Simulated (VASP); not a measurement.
A run of VASP 6.6.1:

File INCAR:

```
SYSTEM = SrTl
PREC = Accurate ; ENCUT = 520
EDIFF = 1E-7 ; ISMEAR = 0
SIGMA = 0.15 ; LREAL = .False.
LASPH = .True. ; NELM = 100
ALGO = Normal ; ISIF = 2
LWAVE = .False. ; LCHARG = .False.
GGA = PS ; NBANDS = 18
```

Contents of KPOINTS:

```
regular mesh
0
Gamma
  12 12 12
  0 0 0
```

Contents of POSCAR:

```
SrTl
1.0
    4.0924800000      0.0000000000      0.0000000000
    0.0000000000      4.0924800000      0.0000000000
    0.0000000000      0.0000000000      4.0924800000
Sr Tl
1 1
Direct
    0.0000000000      0.0000000000      0.0000000000
    0.5000000000      0.5000000000      0.5000000000
```

Potentials or basis: VASP PAW PBE potentials, release 64 (Sr_sv, Tl_d).

Run with:

```bash
$ cat potpaw_PBE.64/Sr_sv/POTCAR potpaw_PBE.64/Tl_d/POTCAR > POTCAR
$ mpirun -np 1 vasp_std > vasp.out
```

Hardware: 1 thread of Intel(R) Xeon(R) 6975P-C (Granite Rapids) (shared host).

Problem. How long does it take, and how much memory?

Solution. Run time: 28 s on 1 thread of Intel(R) Xeon(R) 6975P-C (Granite Rapids), with other jobs on the host, peak memory 0.24 GiB. Counts: scf iterations 12, k points 84.
